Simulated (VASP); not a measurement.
# Au in VASP: notebook

The runs below take Au through single point, relaxation of the atoms, with PBE.

All numbers are computed with VASP 6.6.1; they aren't measurements. Logs are shortened: lines on timing, memory, paths and dates and some standing lists are left out, and cuts for length are marked.

**1. The cell of the first run**

The cell holds a slab with vacuum, 4 atoms: a = 2.940 Å, b = 4.158 Å, c = 19.410 Å, α = 90.00°, β = 90.00°, γ = 90.00°.

**2. Single point, PBE**

The input, INCAR:

```
ALGO = Fast
DIPOL = 0.5 0.5 0.500
EDIFF = 1E-6
ENCUT = 520
GGA = PE
IDIPOL = 3
ISIF = 2
ISMEAR = 0
LASPH = T
LCHARG = T
LDIPOL = T
LELF = T
LREAL = F
LVACPOTAV = T
LVHAR = T
LWAVE = F
NBANDS = 30
NELM = 80
PREC = Accurate
SIGMA = 0.1
```

The input, KPOINTS:

```
k-points
0
Gamma
  12 8 1
```

The input, POSCAR:

```
Au
1.0
    2.9402300934      0.0000000000      0.0000000000
    0.0000000000      4.1581132746      0.0000000000
    0.0000000000      0.0000000000     19.4103451401
Au
4
Direct
    0.5000000000      0.5000000000      0.3934679315
    0.0000000000      0.0000000000      0.4543148734
    0.5000000000      0.5000000000      0.5456850726
    0.0000000000      0.0000000000      0.6065321226
```

Potentials or basis: VASP PAW PBE potentials, release 64 (Au).

Run with:

```bash
$ cat potpaw_PBE.64/Au/POTCAR > POTCAR
$ mpirun -np 1 vasp_std > vasp.out
```

OUTCAR:

```text
EDIFF = 1E-6
   ENCUT = 520
   GGA = PE
   ISIF = 2
   ISMEAR = 0
   LASPH = T
   LREAL = F
   NELM = 80
   PREC = Accurate

 ion  position               nearest neighbor table
   1  0.500  0.500  0.393-   2 2.81   2 2.81   2 2.81   2 2.81   3 2.95
   2  0.000  0.000  0.454-   1 2.81   1 2.81   1 2.81   1 2.81   4 2.95   3 3.10   3 3.10   3 3.10
                             3 3.10
   3  0.500  0.500  0.546-   4 2.81   4 2.81   4 2.81   4 2.81   1 2.95   2 3.10   2 3.10   2 3.10
                             2 3.10
   4  0.000  0.000  0.607-   3 2.81   3 2.81   3 2.81   3 2.81   2 2.95

  LATTYP: Found a simple orthorhombic cell.
 ALAT       =     2.9402300934
 B/A-ratio  =     1.4142135624
 C/A-ratio  =     6.6016415462

  Lattice vectors:

 A1 = (   2.9402300934,   0.0000000000,   0.0000000000)
 A2 = (   0.0000000000,   4.1581132746,   0.0000000000)
 A3 = (   0.0000000000,   0.0000000000,  19.4103451401)

Analysis of symmetry for initial positions (statically):
=====================================================================
 Subroutine PRICEL returns:
 Original cell was already a primitive cell.

 Routine SETGRP: Setting up the symmetry group for a
 simple orthorhombic supercell.

 Subroutine GETGRP returns: Found  8 space group operations
 (whereof  4 operations were pure point group operations)
 out of a pool of  8 trial point group operations.

The static configuration has the point symmetry C_2v.
 The point group associated with its full space group is D_2h.

Analysis of symmetry for dynamics (positions and initial velocities):
=====================================================================
 Subroutine PRICEL returns:
 Original cell was already a primitive cell.

 Routine SETGRP: Setting up the symmetry group for a
 simple orthorhombic supercell.

 Subroutine GETGRP returns: Found  8 space group operations
 (whereof  4 operations were pure point group operations)
 out of a pool of  8 trial point group operations.

The dynamic configuration has the point symmetry C_2v.
 The point group associated with its full space group is D_2h.

 Subroutine INISYM returns: Found  8 space group operations
 (whereof  4 operations are pure point group operations),
 and found     1 'primitive' translations

----------------------------------------------------------------------------------------

                                     Primitive cell

  volume of cell :     237.3072

  direct lattice vectors                    reciprocal lattice vectors
     2.940230093  0.000000000  0.000000000     0.340109436  0.000000000  0.000000000
     0.000000000  4.158113275  0.000000000     0.000000000  0.240493689  0.000000000
     0.000000000  0.000000000 19.410345140     0.000000000  0.000000000  0.051518919

  length of vectors
     2.940230093  4.158113275 19.410345140     0.340109436  0.240493689  0.051518919

  position of ions in fractional coordinates (direct lattice)
     0.500000000  0.500000000  0.393467931
     0.000000000  0.000000000  0.454314873
     0.500000000  0.500000000  0.545685073
     0.000000000  0.000000000  0.606532123

  ion indices of the primitive-cell ions
   primitive index   ion index
                 1           1
                 2           2
                 3           3
                 4           4

----------------------------------------------------------------------------------------

 KPOINTS: k-points

Automatic generation of k-mesh.
 Grid dimensions read from file:
 generate k-points for:   12    8    1

 Generating k-lattice:

  Cartesian coordinates                     Fractional coordinates (reciprocal lattice)
     0.028342453  0.000000000  0.000000000     0.083333333  0.000000000  0.000000000
     0.000000000  0.030061711  0.000000000     0.000000000  0.125000000  0.000000000
     0.000000000  0.000000000  0.051518919     0.000000000  0.000000000  1.000000000

  Length of vectors
     0.028342453  0.030061711  0.051518919

  Shift w.r.t. Gamma in fractional coordinates (k-lattice)
     0.000000000  0.000000000  0.000000000

 Subroutine IBZKPT returns following result:
 ===========================================

 Found     35 irreducible k-points:

 Following reciprocal coordinates:
            Coordinates               Weight
  0.000000  0.000000  0.000000      1.000000
  0.083333  0.000000  0.000000      2.000000
  0.166667  0.000000  0.000000      2.000000
  0.250000  0.000000  0.000000      2.000000
  0.333333  0.000000  0.000000      2.000000
  0.416667  0.000000  0.000000      2.000000
[... 16 lines left out ...]
  0.083333  0.375000  0.000000      4.000000
  0.166667  0.375000  0.000000      4.000000
 [... further k-points ...]
   k-points           NKPTS =     35   k-points in BZ     NKDIM =     35   number of bands    NBANDS=     30
   number of dos      NEDOS =    301   number of ions     NIONS =      4
   total plane-waves  NPLWV = 110592
   dimension x,y,z NGX =    24 NGY =   32 NGZ =  144
   dimension x,y,z NGXF=    48 NGYF=   64 NGZF=  288
   ions per type =               4
   NGX,Y,Z   is equivalent  to a cutoff of  13.57, 12.79, 12.33 a.u.
   NGXF,Y,Z  is equivalent  to a cutoff of  27.14, 25.59, 24.67 a.u.
 SYSTEM =  unknown system
   PREC   = accura    normal or accurate (medium, high low for compatibility)
   ISTART =      0    job   : 0-new  1-cont  2-samecut
   ICHARG =      2    charge: 1-file 2-atom 10-const
   ISPIN  =      1    spin polarized calculation?
   LNONCOLLINEAR =      F non collinear calculations
   LSORBIT =      F    spin-orbit coupling
   LASPH  =      T    aspherical Exc in radial PAW
   ENCUT  =  520.0 eV  38.22 Ry    6.18 a.u.   5.47  7.73 36.09*2*pi/ulx,y,z
   NELM   =     80;   NELMIN=  2; NELMDL= -5     # of ELM steps
   EDIFF  = 0.1E-05   stopping-criterion for ELM
   LREAL  =      F    real-space projection
   EDIFFG = 0.1E-04   stopping-criterion for IOM
   NSW    =      0    number of steps for IOM
   IBRION =     -1    ionic relax: 0-MD 1-quasi-New 2-CG
   NFREE  =      0    steps in history (QN), initial steepest desc. (CG)
   ISIF   =      2    stress and relaxation
   ISYM   =      2    0-nonsym 1-usesym 2-fastsym
   POTIM  = 0.5000    time-step for ionic-motion
   TEBEG  =    0.0;   TEEND  =   0.0 temperature during run
   PSTRESS=    0.0 pullay stress
   NELECT =      44.0000    total number of electrons
   NUPDOWN=      -1.0000    fix difference up-down
   EMIN   =  10.00;   EMAX   =-10.00  energy-range for DOS
   EFERMI =   0.00;   METHOD = LEGACY
   ISMEAR =     0;   SIGMA  =   0.10  broadening in eV -4-tet -1-fermi 0-gaus
   EFERMI_NEDOS =   21; number of points for ismear=-14 and -15
   IALGO  =     68    algorithm
   IMIX   =      4    mixing-type and parameters
     AMIX     =   0.40;   BMIX     =  1.00
     AMIX_MAG =   1.60;   BMIX_MAG =  1.00
  volume/ion in A,a.u.               =      59.33       400.36
  Fermi-wavevector in a.u.,A,eV,Ry     =   0.933517  1.764091 11.856844  0.871453
  Thomas-Fermi vector in A             =   2.060226
   LORBIT       =      0    0 simple, 1 ext, 2 COOP (PROOUT), +10 PAW based schemes
   GGA     = PE    functional components
   LHFCALC =     F    Hartree Fock is set to
   AEXX    =    0.0000 exact exchange contribution
   IVDW    =     0    specifies the selected vdW correction
   LEPSILON=     F    determine dielectric tensor
   LRPA    =     F    only Hartree local field effects (RPA)
 non-spin polarized calculation
 RMM-DIIS sequential band-by-band and
 Gauss-broadening in eV      SIGMA  =   0.10
  energy-cutoff  :      520.00
  volume of cell :      237.31
 maximum number of plane-waves:      6457
 NGX is ok and might be reduce to    24
   NGX = 11   NGY = 15   NGZ = 73

 dipolmoment           0.000000      0.000000     -0.000000 electrons x Angstroem

 number of electron      43.9999994 magnetization

 dipolmoment           0.000000      0.000000      0.000012 electrons x Angstroem

 Free energy of the ion-electron system (eV)
  ---------------------------------------------------
  ext. energy  EPLUGINS =         0.00000000
  ---------------------------------------------------
  free energy    TOTEN  =       -11.53930687 eV

  energy without entropy =      -11.53510657  energy(sigma->0) =      -11.53720672

 E-fermi :  -0.8429     XC(G=0):  -4.6146

 val. band max:       -0.9583922950   @ k =   0.1667   0.5000   0.0000
 cond. band min:      -0.7681918854   @ k =   0.5000   0.0000   0.0000
 fundamental gap:      0.1902004096
 Fermi energy:        -0.8428763400

 k-point     1 :       0.0000    0.0000    0.0000
  band No.  band energies     occupation
      1      -9.0977      2.00000
      2      -7.3745      2.00000
      3      -6.9879      2.00000
      4      -6.4571      2.00000
      5      -6.0071      2.00000
      6      -5.3676      2.00000
[... 22 lines left out ...]
     29       5.1508      0.00000
     30       5.5285      0.00000

 k-point     2 :       0.0833    0.0000    0.0000
  band No.  band energies     occupation
      1      -8.9435      2.00000
      2      -7.2418      2.00000
      3      -6.8560      2.00000
      4      -6.3152      2.00000
      5      -5.9584      2.00000
      6      -5.5279      2.00000
[... 22 lines left out ...]
     29       5.3469      0.00000
     30       5.5342      0.00000

 k-point     3 :       0.1667    0.0000    0.0000
  band No.  band energies     occupation
      1      -8.5046      2.00000
      2      -6.9295      2.00000
      3      -6.4917      2.00000
      4      -5.9960      2.00000
      5      -5.8541      2.00000
      6      -5.8281      2.00000
[... 22 lines left out ...]
     29       5.5645      0.00000
     30       5.9028      0.00000

 k-point     4 :       0.2500    0.0000    0.0000
  band No.  band energies     occupation
      1      -7.8647      2.00000
      2      -6.6847      2.00000
      3      -6.1822      2.00000
      4      -6.0280      2.00000
      5      -5.9580      2.00000
      6      -5.9453      2.00000
[... 616 lines left out ...]
     29       6.0739      0.00000
     30       6.1390      0.00000

 k-point    23 :       0.0833    0.3750    0.0000
  band No.  band energies     occupation
      1      -7.7389      2.00000
      2      -7.1293      2.00000
      3      -6.5856      2.00000
      4      -6.5451      2.00000
      5      -5.8393      2.00000
      6      -5.5449      2.00000
[... 22 lines left out ...]
     29       6.2039      0.00000
     30       6.2525      0.00000

 k-point    24 :       0.1667    0.3750    0.0000
  band No.  band energies     occupation
      1      -7.3723      2.00000
      2      -6.7260      2.00000
      3      -6.2648      2.00000
      4      -6.0950      2.00000
      5      -5.8249      2.00000
      6      -5.5482      2.00000
[... 22 lines left out ...]
     29       6.5269      0.00000
     30       6.5814      0.00000

 [... further k-points ...]

------------------------ aborting loop because EDIFF is reached ----------------------------------------

  FORCE on cell =-STRESS in cart. coord.  units (eV):
  Direction    XX          YY          ZZ          XY          YZ          ZX
  --------------------------------------------------------------------------------------
  -------------------------------------------------------------------------------------
  Total       -3.1140686     -0.2174873     -0.0689057      0.0000000      0.0000000      0.0000000
  in kB      -21.0246058     -1.4683634     -0.4652159      0.0000000      0.0000000      0.0000000
  external PRESSURE =      -7.6527284 kB  Pullay stress =       0.0000000 kB

 VOLUME and BASIS-vectors are now :
 -----------------------------------------------------------------------------
  energy-cutoff  :      520.00
  volume of cell :      237.31
      direct lattice vectors                 reciprocal lattice vectors
     2.940230093  0.000000000  0.000000000     0.340109436  0.000000000  0.000000000
     0.000000000  4.158113275  0.000000000     0.000000000  0.240493689  0.000000000
     0.000000000  0.000000000 19.410345140     0.000000000  0.000000000  0.051518919

 POSITION                                       TOTAL-FORCE (eV/Angst)
 -----------------------------------------------------------------------------------
      1.47012      2.07906      7.63735         0.000000      0.000000      0.007014
      0.00000      0.00000      8.81841         0.000000      0.000000     -0.004170
      1.47012      2.07906     10.59194         0.000000      0.000000      0.004170
      0.00000      0.00000     11.77300         0.000000      0.000000     -0.007014
 -----------------------------------------------------------------------------------
    total drift:                                0.000000     -0.000000      0.002028

  FREE ENERGIE OF THE ION-ELECTRON SYSTEM (eV)
  ---------------------------------------------------
  free  energy   TOTEN  =       -11.5393068742 eV

  energy  without entropy=      -11.5351065698  energy(sigma->0) =      -11.53720672

 vacuum level on the upper side and lower side of the slab         4.069         4.069
```

It took 2.8 min on 1 thread of AMD EPYC 7R13 (Zen 3), shared host; peak memory 0.39 GiB.

Results:

```yaml
Free_energy: -11.5393 eV
Largest_force: 0.007 eV/Å
Band_gap_on_the_k_mesh: zero (bands 22 and 23 overlap by 2.67 eV)
```

Forces on the atoms (eV/Å):
```
Au   0.000  0.000  0.007
Au   0.000  0.000 -0.004
Au   0.000  0.000  0.004
Au   0.000  0.000 -0.007
```

Caveat: spin-orbit coupling is left out, which moves the levels of the heavy elements.

**3. Relaxation of the atoms, PBE**

The input, INCAR:

```
SYSTEM = Au
  PREC = Accurate
  ENCUT = 520
  EDIFF = 1E-6
  ISMEAR = 0
  SIGMA = 0.1
  LREAL = .False.
  LASPH = .True.
  NELM = 60
  ALGO = Fast
  ISIF = 2
  LWAVE = .False.
  LCHARG = .False.
  LDIPOL = .True.
  IDIPOL = 3
  DIPOL = 0.5 0.5 0.500
  GGA = PE
  IBRION = 2
  NSW = 80
  EDIFFG = -0.02
  KPAR = 4
```

The input, KPOINTS:

```
Automatic mesh
0
Gamma
  12 8 1
  0 0 0
```

The input, POSCAR:

```
Au
1.0
    2.9402300934      0.0000000000      0.0000000000
    0.0000000000      4.1581132746      0.0000000000
    0.0000000000      0.0000000000     19.4103451401
Au
4
Direct
    0.5000000000      0.5000000000      0.3863918929
    0.0000000000      0.0000000000      0.4621306310
    0.5000000000      0.5000000000      0.5378693690
    0.0000000000      0.0000000000      0.6136081071
```

Potentials or basis: VASP PAW PBE potentials, release 64 (Au).

Run with:

```bash
$ cat potpaw_PBE.64/Au/POTCAR > POTCAR
$ mpirun -np 4 vasp_std > vasp.out
```

It took 9.7 min on 4 MPI ranks of Oxide Virtual Turin-like, shared host; peak memory 0.42 GiB.

Results (log left out):

```
Free energy                  : -11.5393 eV
Energy gained by relaxing    : 39.5 meV/atom
Ionic steps                  : 9
Largest force after relaxing : 0.019 eV/Å
Band gap on the k mesh       : zero (bands 22 and 23 overlap by 2.66 eV)
```

Forces on the atoms (eV/Å):
```
Au   0.000  0.000  0.002
Au   0.000  0.000  0.019
Au   0.000  0.000 -0.019
Au   0.000  0.000 -0.002
```

The path:
```tsv
step	energy change (eV)	largest force (eV/Å)	pressure (GPa)
1	0.0000	0.6431	-2.02
2	-0.0519	0.5001	-1.94
3	-0.1433	0.2041	-1.43
4	-0.1539	0.1119	-1.08
5	-0.1539	0.1029	-1.05
6	-0.1564	0.0606	-0.93
7	-0.1576	0.0335	-0.84
8	-0.1580	0.0352	-0.64
9	-0.1581	0.0194	-0.73
```

Final structure:
```cif
data_structure
_symmetry_space_group_name_H-M 'P 1'
_symmetry_Int_Tables_number 1
_cell_length_a 2.9402
_cell_length_b 4.1581
_cell_length_c 19.4103
_cell_angle_alpha 90.000
_cell_angle_beta 90.000
_cell_angle_gamma 90.000
_cell_volume 237.31
loop_
_atom_site_label
_atom_site_type_symbol
_atom_site_fract_x
_atom_site_fract_y
_atom_site_fract_z
_atom_site_occupancy
Au1 Au 0.50000 0.50000 0.39361 1
Au2 Au 0.00000 0.00000 0.45402 1
Au3 Au 0.50000 0.50000 0.54598 1
Au4 Au 0.00000 0.00000 0.60639 1
```

Levels at points of the mesh, in eV from the Fermi level:
| k point | band 20 | band 21 | band 22 | band 23 | band 24 | band 25 |
| --- | --- | --- | --- | --- | --- | --- |
| (0.00, 0.00, 0.00) | -2.15 | -1.80 | -1.48 | -0.54 | 2.81 | 2.82 |
| (0.50, 0.00, 0.00) | -1.80 | 0.08 | 0.08 | 1.10 | 1.10 | 4.31 |
| (0.00, 0.50, 0.00) | -2.00 | -1.86 | -1.86 | -1.22 | -1.22 | 1.93 |
| (0.50, 0.50, 0.00) | -1.79 | 0.88 | 0.88 | 3.08 | 3.08 | 3.60 |

Caveat: spin-orbit coupling is left out, which moves the levels of the heavy elements.

The gap in the log of VASP goes by the Fermi energy; the results here count the filled bands.